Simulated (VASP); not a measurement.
# Zn12H (a cell with a defect): single point with PBE

System: Zn12H (a cell with a defect).

```xyz
13
Lattice="5.3200 0.0000 0.0000 -3.9900 6.9109 0.0000 0.0000 0.0000 4.9370" Properties=species:S:1:pos:R:3 pbc="T T T"
Zn    0.0083    0.0023    0.0295
Zn   -0.0092    1.4613    2.4733
Zn   -1.3469    2.2682   -0.1672
Zn   -1.3927    3.8819    2.5707
Zn   -2.6442    4.5919    0.1418
Zn   -2.6434    6.1747    2.4607
Zn    2.6639   -0.0151    0.0346
Zn    2.6523    1.5258    2.3729
Zn    1.3579    2.2915   -0.1929
Zn    1.3742    3.8952    2.4767
Zn    0.0223    4.6435   -0.2010
Zn   -0.0155    6.1514    2.4336
H    -0.0565    3.0587    1.6510
```

```json
{
 "Program": "VASP 6.6.1",
 "Task": "single point",
 "Functional": "PBE",
 "Potentials or basis": "VASP PAW PBE potentials, release 64 (Zn, H)",
 "Cutoff": "520 eV",
 "k mesh": "5 × 3 × 4",
 "Occupations": "gaussian, width 0.15 eV",
 "Spin": "no spin polarisation"
}
```

| Item | Value |
| --- | --- |
| Pressure | 3.2 GPa |
| Largest force | 0.021 eV/Å |
| Band gap on the k mesh | zero (an odd number of electrons rules out a gap without spin polarisation) |

Forces in eV/Å, atoms in the order of the input:
```
Zn   0.005  0.006 -0.010
Zn   0.004 -0.012  0.005
Zn   0.009  0.012 -0.001
Zn  -0.012 -0.012  0.003
Zn   0.003  0.008  0.002
Zn   0.001 -0.007 -0.001
Zn  -0.004 -0.001  0.004
Zn   0.000 -0.001  0.007
Zn  -0.004  0.002  0.000
Zn  -0.007 -0.006 -0.005
Zn  -0.006  0.001  0.020
Zn  -0.003  0.006 -0.011
H    0.013  0.003 -0.013
```

Stress tensor (GPa, compression positive):
```
 2.88  1.12 -0.04
 1.12  3.45  0.12
-0.04  0.12  3.33
```

Levels at points of the mesh, in eV from the Fermi level:
```csv
k point,band 70,band 71,band 72,band 73,band 74,band 75
"(0.00, 0.00, 0.00)",-1.31,-0.95,-0.27,0.06,0.32,0.41
"(0.00, 0.00, 0.50)",-2.70,-2.27,-2.03,-0.43,-0.04,1.65
```

It took 15 min on 1 thread of Intel Xeon 8259CL (shared host), peak memory 0.5 GiB.
